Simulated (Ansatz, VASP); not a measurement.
Two plane-wave programs on Zr

INCAR

```
SYSTEM = Zr
PREC = Accurate ; ENCUT = 520
EDIFF = 1E-6 ; ISMEAR = -1
SIGMA = 0.1 ; LREAL = .FALSE.
LASPH = .TRUE. ; NELM = 60
ALGO = Normal ; ISIF = 2
LWAVE = .FALSE. ; LCHARG = .FALSE.
GGA = RE ; NBANDS = 19
```

Contents of KPOINTS:

```
regular mesh
0
G
  18 18 10
  0 0 0
```

POSCAR

```
Zr
1.0
    3.1630864110      0.0000000000      0.0000000000
   -1.5815432055      2.7393131863      0.0000000000
    0.0000000000      0.0000000000      5.0565272291
Zr
2
Direct
    0.3333333333      0.6666666667      0.2500000000
    0.6666666667      0.3333333333      0.7500000000
```

Input for Ansatz:

```yaml
crystal:
  lattice:
    - [3.163086411, 0.0, 0.0]
    - [-1.5815432055, 2.7393131863, 0.0]
    - [0.0, 0.0, 5.0565272291]
  atoms:
    - { symbol: Zr, position: [0.3333333333, 0.6666666667, 0.25] }
    - { symbol: Zr, position: [0.6666666667, 0.3333333333, 0.75] }
hamiltonian:
  xc: revpbe
  pseudopotentials:
    kind: paw
    azcp:
      Zr: "pseudopotentials/Zr.paw.azcp"
basis:
  ecutwfc: 420
  fft_grid_basis: typed
kpoints:
  mp_grid: { grid: [18, 18, 10], shift: [0, 0, 0] }
magnetization:
  spin_polarized: false
scf:
  occupations: { method: fermi_dirac, width: 0.1 }
output:
  stress: true
```

Alike in both runs: task single point; functional revPBE; k mesh 18 × 18 × 10; occupations fermi-dirac, width 0.1 eV; no spin polarisation.

|  | VASP | Ansatz |
| --- | --- | --- |
| version | VASP 6.6.1 | Ansatz 0.2.0 |
| potentials or method | VASP PAW PBE potentials, release 64 (Zr_sv), cutoff 520 eV | plane waves (420 eV) with PAW, scalar-relativistic |
| valence electrons in the cell | 24 | 24 |

```csv
,VASP,Ansatz,Ansatz less VASP
pressure (GPa),8.6,8.6,+0.01
"traceless stress, the component that is largest in VASP (GPa)",0.57,0.57,+0.008
```

VASP's potentials were made for PBE, not for revPBE.
